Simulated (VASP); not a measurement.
# Zr in VASP: further runs

Runs on Zr. Level: PBE. Tasks: electric field gradients.

Everything below comes from runs of VASP 6.6.1. Logs are shortened: lines on timing, memory, paths and dates and some standing lists are left out, and cuts for length are marked.

**1. The cell of the first run**

It takes space group P6_3/mmc (No. 194, hexagonal). Conventional cell: a = 3.191 Å, b = 3.191 Å, c = 5.172 Å, α = 90.00°, β = 90.00°, γ = 120.00°. Within 4.2 Å of Zr (site symmetry -6m2) lie 12 Zr at 3.18 to 3.19 Å.

**2. Electric field gradients, PBE (x and y stretched by -1.5 %, z held)**

File INCAR:

```
PREC = Accurate ; ENCUT = 520
EDIFF = 1E-8 ; ISMEAR = -1
SIGMA = 0.05 ; LREAL = F
LASPH = T ; NELM = 100
ALGO = Normal ; ISIF = 2
LWAVE = F ; LCHARG = F
GGA = PE ; LEFG = T
NBANDS = 19
```

File KPOINTS:

```
Automatic mesh
0
Gamma
  12 12 7
```

File POSCAR:

```
Zr
1.0
    3.1906429419      0.0000000000      0.0000000000
   -1.5953214710      2.7631778421      0.0000000000
    0.0000000000      0.0000000000      5.1722200000
Zr
2
Direct
    0.3333333333      0.6666666667      0.2500000000
    0.6666666667      0.3333333333      0.7500000000
```

Potentials or basis: VASP PAW PBE potentials, release 64 (Zr_sv).

The run is started by

```sh
$ cat potpaw_PBE.64/Zr_sv/POTCAR > POTCAR
$ mpirun -np 1 vasp_std > vasp.out
```

OUTCAR:

```text
PREC = Accurate
   ENCUT = 520
   EDIFF = 1E-8
   ISMEAR = -1
   LREAL = F
   LASPH = T
   NELM = 100
   ISIF = 2
   GGA = PE

 ion  position               nearest neighbor table
   1  0.333  0.667  0.250-   2 3.18   2 3.18   2 3.18   2 3.18   2 3.18   2 3.18
   2  0.667  0.333  0.750-   1 3.18   1 3.18   1 3.18   1 3.18   1 3.18   1 3.18

  LATTYP: Found a hexagonal cell.
 ALAT       =     3.1906429419
 C/A-ratio  =     1.6210588568

  Lattice vectors:

 A1 = (   3.1906429419,   0.0000000000,   0.0000000000)
 A2 = (  -1.5953214710,   2.7631778421,   0.0000000000)
 A3 = (   0.0000000000,   0.0000000000,   5.1722200000)

Analysis of symmetry for initial positions (statically):
=====================================================================
 Subroutine PRICEL returns:
 Original cell was already a primitive cell.

 Routine SETGRP: Setting up the symmetry group for a
 hexagonal supercell.

 Subroutine GETGRP returns: Found 24 space group operations
 (whereof 12 operations were pure point group operations)
 out of a pool of 24 trial point group operations.

The static configuration has the point symmetry D_3d.
 The point group associated with its full space group is D_6h.

Analysis of symmetry for dynamics (positions and initial velocities):
=====================================================================
 Subroutine PRICEL returns:
 Original cell was already a primitive cell.

 Routine SETGRP: Setting up the symmetry group for a
 hexagonal supercell.

 Subroutine GETGRP returns: Found 24 space group operations
 (whereof 12 operations were pure point group operations)
 out of a pool of 24 trial point group operations.

The dynamic configuration has the point symmetry D_3d.
 The point group associated with its full space group is D_6h.

 Subroutine INISYM returns: Found 24 space group operations
 (whereof 12 operations are pure point group operations),
 and found     1 'primitive' translations

----------------------------------------------------------------------------------------

                                     Primitive cell

  volume of cell :      45.5999

  direct lattice vectors                    reciprocal lattice vectors
     3.190642942  0.000000000  0.000000000     0.313416455  0.180951075  0.000000000
    -1.595321471  2.763177842  0.000000000     0.000000000  0.361902149  0.000000000
     0.000000000  0.000000000  5.172220000     0.000000000  0.000000000  0.193340577

  length of vectors
     3.190642942  3.190642942  5.172220000     0.361902149  0.361902149  0.193340577

  position of ions in fractional coordinates (direct lattice)
     0.333333333  0.666666667  0.250000000
     0.666666667  0.333333333  0.750000000

  ion indices of the primitive-cell ions
   primitive index   ion index
                 1           1
                 2           2

----------------------------------------------------------------------------------------

 KPOINTS: Automatic mesh

Automatic generation of k-mesh.
 Grid dimensions read from file:
 generate k-points for:   12   12    7

 Generating k-lattice:

  Cartesian coordinates                     Fractional coordinates (reciprocal lattice)
     0.026118038  0.015079256  0.000000000     0.083333333  0.000000000  0.000000000
     0.000000000  0.030158512  0.000000000     0.000000000  0.083333333  0.000000000
     0.000000000  0.000000000  0.027620082     0.000000000  0.000000000  0.142857143

  Length of vectors
     0.030158512  0.030158512  0.027620082

  Shift w.r.t. Gamma in fractional coordinates (k-lattice)
     0.000000000  0.000000000  0.000000000

 Subroutine IBZKPT returns following result:
 ===========================================

 Found     76 irreducible k-points:

 Following reciprocal coordinates:
            Coordinates               Weight
  0.000000  0.000000  0.000000      1.000000
  0.083333 -0.000000  0.000000      6.000000
  0.166667 -0.000000  0.000000      6.000000
  0.250000 -0.000000  0.000000      6.000000
  0.333333  0.000000  0.000000      6.000000
  0.416667  0.000000  0.000000      6.000000
[... 16 lines left out ...]
  0.250000 -0.000000  0.142857     12.000000
  0.333333  0.000000  0.142857     12.000000
 [... further k-points ...]
   k-points           NKPTS =     76   k-points in BZ     NKDIM =     76   number of bands    NBANDS=     19
   number of dos      NEDOS =    301   number of ions     NIONS =      2
   total plane-waves  NPLWV =  23040
   dimension x,y,z NGX =    24 NGY =   24 NGZ =   40
   dimension x,y,z NGXF=    48 NGYF=   48 NGZF=   80
   ions per type =               2
   NGX,Y,Z   is equivalent  to a cutoff of  12.51, 12.51, 12.86 a.u.
   NGXF,Y,Z  is equivalent  to a cutoff of  25.01, 25.01, 25.71 a.u.
 SYSTEM =  unknown system
   PREC   = accura    normal or accurate (medium, high low for compatibility)
   ISTART =      0    job   : 0-new  1-cont  2-samecut
   ICHARG =      2    charge: 1-file 2-atom 10-const
   ISPIN  =      1    spin polarized calculation?
   LNONCOLLINEAR =      F non collinear calculations
   LSORBIT =      F    spin-orbit coupling
   LASPH  =      T    aspherical Exc in radial PAW
   ENCUT  =  520.0 eV  38.22 Ry    6.18 a.u.   5.93  5.93  9.62*2*pi/ulx,y,z
   NELM   =    100;   NELMIN=  2; NELMDL= -5     # of ELM steps
   EDIFF  = 0.1E-07   stopping-criterion for ELM
   LREAL  =      F    real-space projection
   EDIFFG = 0.1E-06   stopping-criterion for IOM
   NSW    =      0    number of steps for IOM
   IBRION =     -1    ionic relax: 0-MD 1-quasi-New 2-CG
   NFREE  =      0    steps in history (QN), initial steepest desc. (CG)
   ISIF   =      2    stress and relaxation
   ISYM   =      2    0-nonsym 1-usesym 2-fastsym
   POTIM  = 0.5000    time-step for ionic-motion
   TEBEG  =    0.0;   TEEND  =   0.0 temperature during run
   PSTRESS=    0.0 pullay stress
   NELECT =      24.0000    total number of electrons
   NUPDOWN=      -1.0000    fix difference up-down
   EMIN   =  10.00;   EMAX   =-10.00  energy-range for DOS
   EFERMI =   0.00;   METHOD = LEGACY
   ISMEAR =    -1;   SIGMA  =   0.05  broadening in eV -4-tet -1-fermi 0-gaus
   EFERMI_NEDOS =   21; number of points for ismear=-14 and -15
   IALGO  =     38    algorithm
   IMIX   =      4    mixing-type and parameters
     AMIX     =   0.40;   BMIX     =  1.00
     AMIX_MAG =   1.60;   BMIX_MAG =  1.00
  volume/ion in A,a.u.               =      22.80       153.86
  Fermi-wavevector in a.u.,A,eV,Ry     =   1.321774  2.497791 23.770558  1.747087
  Thomas-Fermi vector in A             =   2.451503
   LORBIT       =      0    0 simple, 1 ext, 2 COOP (PROOUT), +10 PAW based schemes
   GGA     = PE    functional components
   LHFCALC =     F    Hartree Fock is set to
   AEXX    =    0.0000 exact exchange contribution
   IVDW    =     0    specifies the selected vdW correction
   LEPSILON=     F    determine dielectric tensor
   LRPA    =     F    only Hartree local field effects (RPA)
 non-spin polarized calculation
  energy-cutoff  :      520.00
  volume of cell :       45.60
 maximum number of plane-waves:      1251
 NGX is ok and might be reduce to    24
   NGX = 11   NGY = 11   NGZ = 19

 number of electron      24.0000000 magnetization

 Free energy of the ion-electron system (eV)
  ---------------------------------------------------
  ext. energy  EPLUGINS =         0.00000000
  ---------------------------------------------------
  free energy    TOTEN  =       -17.03621516 eV

  energy without entropy =      -17.01789551  energy(sigma->0) =      -17.02705533

 E-fermi :   9.2277     XC(G=0): -11.1772

 val. band max:        9.2147647724   @ k =   0.1667   0.1667   0.4286
 cond. band min:       9.2277640587   @ k =   0.3333   0.3333   0.4286
 fundamental gap:      0.0129992864
 Fermi energy:         9.2276623223

 k-point     1 :       0.0000    0.0000    0.0000
  band No.  band energies     occupation
      1     -39.5637      2.00000
      2     -39.4062      2.00000
      3     -18.1041      2.00000
      4     -17.1774      2.00000
      5     -17.1774      2.00000
      6     -17.0656      2.00000
[... 11 lines left out ...]
     18      11.5339      0.00000
     19      13.7853      0.00000

 k-point     2 :       0.0833   -0.0000    0.0000
  band No.  band energies     occupation
      1     -39.5548      2.00000
      2     -39.4021      2.00000
      3     -18.0815      2.00000
      4     -17.2305      2.00000
      5     -17.1942      2.00000
      6     -17.0951      2.00000
[... 11 lines left out ...]
     18      11.3584      0.00000
     19      13.9088      0.00000

 k-point     3 :       0.1667   -0.0000    0.0000
  band No.  band energies     occupation
      1     -39.5301      2.00000
      2     -39.3911      2.00000
      3     -18.0168      2.00000
      4     -17.3753      2.00000
      5     -17.2407      2.00000
      6     -17.2385      2.00000
[... 11 lines left out ...]
     18      11.4907      0.00000
     19      14.1564      0.00000

 k-point     4 :       0.2500   -0.0000    0.0000
  band No.  band energies     occupation
      1     -39.4949      2.00000
      2     -39.3773      2.00000
      3     -17.9192      2.00000
      4     -17.5722      2.00000
      5     -17.4308      2.00000
      6     -17.2963      2.00000
[... 11 lines left out ...]
     18      12.2918      0.00000
     19      14.3734      0.00000

 k-point     5 :       0.3333    0.0000    0.0000
  band No.  band energies     occupation
      1     -39.4569      2.00000
      2     -39.3660      2.00000
      3     -17.8042      2.00000
      4     -17.7671      2.00000
      5     -17.6121      2.00000
      6     -17.3517      2.00000
[... 11 lines left out ...]
     18      13.2658      0.00000
     19      14.5102      0.00000
[... 334 lines left out ...]
      2     -39.4097      2.00000
      3     -18.0359      2.00000
      4     -17.2226      2.00000
      5     -17.1870      2.00000
      6     -17.1525      2.00000
[... 11 lines left out ...]
     18      11.6397      0.00000
     19      13.9212      0.00000

 k-point    22 :       0.1667   -0.0000    0.1429
  band No.  band energies     occupation
      1     -39.5233      2.00000
      2     -39.3981      2.00000
      3     -17.9803      2.00000
      4     -17.3637      2.00000
      5     -17.2794      2.00000
      6     -17.2303      2.00000
[... 11 lines left out ...]
     18      11.5633      0.00000
     19      14.1147      0.00000

 k-point    23 :       0.2500   -0.0000    0.1429
  band No.  band energies     occupation
      1     -39.4892      2.00000
      2     -39.3832      2.00000
      3     -17.9047      2.00000
      4     -17.5488      2.00000
      5     -17.4609      2.00000
      6     -17.2868      2.00000
[... 11 lines left out ...]
     18      12.2229      0.00000
     19      14.2768      0.00000

 k-point    24 :       0.3333    0.0000    0.1429
  band No.  band energies     occupation
      1     -39.4525      2.00000
      2     -39.3706      2.00000
      3     -17.8706      2.00000
      4     -17.6914      2.00000
      5     -17.6203      2.00000
      6     -17.3411      2.00000
[... 11 lines left out ...]
     18      13.1260      0.00000
     19      14.3923      0.00000

 [... further k-points ...]
[... 5 lines left out ...]
  --------------------------------------------------------------------------------------
  -------------------------------------------------------------------------------------
  Total        0.7810318      0.7810318      0.5542199     -0.0000000     -0.0000000      0.0000000
  in kB       27.4419676     27.4419676     19.4728127     -0.0000000     -0.0000000      0.0000000
  external PRESSURE =      24.7855826 kB  Pullay stress =       0.0000000 kB

 VOLUME and BASIS-vectors are now :
 -----------------------------------------------------------------------------
  energy-cutoff  :      520.00
  volume of cell :       45.60
      direct lattice vectors                 reciprocal lattice vectors
     3.190642942  0.000000000  0.000000000     0.313416455  0.180951075  0.000000000
    -1.595321471  2.763177842  0.000000000     0.000000000  0.361902149  0.000000000
     0.000000000  0.000000000  5.172220000     0.000000000  0.000000000  0.193340577

 POSITION                                       TOTAL-FORCE (eV/Angst)
 -----------------------------------------------------------------------------------
     -0.00000      1.84212      1.29306         0.000000      0.000000      0.000000
      1.59532      0.92106      3.87917        -0.000000     -0.000000      0.000000
 -----------------------------------------------------------------------------------
    total drift:                               -0.000000      0.000000     -0.000000

  FREE ENERGIE OF THE ION-ELECTRON SYSTEM (eV)
  ---------------------------------------------------
  free  energy   TOTEN  =       -17.0362151590 eV

  energy  without entropy=      -17.0178955071  energy(sigma->0) =      -17.02705533

 Electric field gradients (V/A^2)
---------------------------------------------------------------------
 ion       V_xx      V_yy      V_zz      V_xy      V_xz      V_yz
---------------------------------------------------------------------
   1     -15.951   -15.951    31.901    -0.000     0.000    -0.000
   2     -15.951   -15.951    31.901    -0.000    -0.000     0.000
---------------------------------------------------------------------

 Electric field gradients after diagonalization (V/A^2)
 (convention: |V_zz| > |V_xx| > |V_yy|)
----------------------------------------------------------------------
 ion       V_xx      V_yy      V_zz     asymmetry (V_yy - V_xx)/ V_zz
----------------------------------------------------------------------
   1     -15.951   -15.951    31.901       0.000
   2     -15.951   -15.951    31.901       0.000
----------------------------------------------------------------------

           NMR quadrupolar parameters

 Cq : quadrupolar parameter    Cq=e*Q*V_zz/h
 eta: asymmetry parameters     (V_yy - V_xx)/ V_zz
 Q  : nuclear electric quadrupole moment in mb (millibarn)
----------------------------------------------------------------------
 ion       Cq(MHz)       eta       Q (mb)
----------------------------------------------------------------------
   1       0.077       0.000       1.000
   2       0.077       0.000       1.000
----------------------------------------------------------------------
```

Wall time 82 s (1 thread of AMD EPYC 7R13, shared host); peak memory 0.16 GiB.

What came out:

```
Free energy                             : -17.0362 eV
Pressure                                : 2.5 GPa
Band gap on the k mesh                  : zero (bands 12 and 13 overlap by 1.12 eV)
Largest electric field gradient by atom : Zr +31.9 V/Å²
```

Stress tensor (GPa, compression positive):
```
2.74 0.00 0.00
0.00 2.74 0.00
0.00 0.00 1.95
```

Electric field gradients, principal values (V/Å²):
```
atom    least   middle  greatest (by size)
1 Zr  -15.951  -15.951              31.901
2 Zr  -15.951  -15.951              31.901
```

Caveat: the cell differs from its parent crystal (x and y stretched by -1.5 %, z held); without QUAD_EFG the Cq values of the log hold for a quadrupole moment of 1 mb, not for the nuclei.

(Part 1 of 3 ends here.)
